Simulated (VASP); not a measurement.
Input of a VASP 6.6.1 run:

File INCAR:

```
  ALGO = Normal
  EDIFF = 1E-7
  EDIFFG = -0.005
  ENCUT = 600
  GGA = PS
  IBRION = 2
  ISIF = 3
  ISMEAR = -1
  LASPH = True
  LCHARG = False
  LREAL = False
  LWAVE = False
  NELM = 100
  NSW = 60
  PREC = Accurate
  SIGMA = 0.1
```

The input KPOINTS:

```
k-points
0
Gamma
  19 19 19
```

POSCAR

```
W
1.0
   -1.5784212184      1.5784212184      1.5784212184
    1.5784212184     -1.5784212184      1.5784212184
    1.5784212184      1.5784212184     -1.5784212184
W
1
Direct
    0.0000000000      0.0000000000      0.0000000000
```

Potentials or basis: VASP PAW PBE potentials, release 64 (W_sv).

Launch:

```sh
$ cat potpaw_PBE.64/W_sv/POTCAR > POTCAR
$ mpirun -np 1 vasp_std > vasp.out
```

Problem. What does it give for the space group after relaxing (to 0.05 Å)?

Solution. Im-3m (No. 229).

Problem. Predict the relaxed cell.

Solution. a = 2.733 Å, b = 2.733 Å, c = 2.733 Å, α = 109.47°, β = 109.47°, γ = 109.47°.

Problem. Predict the relaxed volume.

Solution. 15.72 Å³/atom.

Problem. Predict the band gap on the k mesh.

Solution. Zero (band 7 reaches 16.29 eV, above the bottom of band 8 at 10.15 eV).

Final structure:
```
W
1.0
    -1.57809    1.57809    1.57809
     1.57809   -1.57809    1.57809
     1.57809    1.57809   -1.57809
W
1
Cartesian
  0.0000 0.0000 0.0000
```

Caveat: the PAW data sets were made with another functional, which shifts forces and pressure a little; spin-orbit coupling is left out, which moves the levels of the heavy elements.
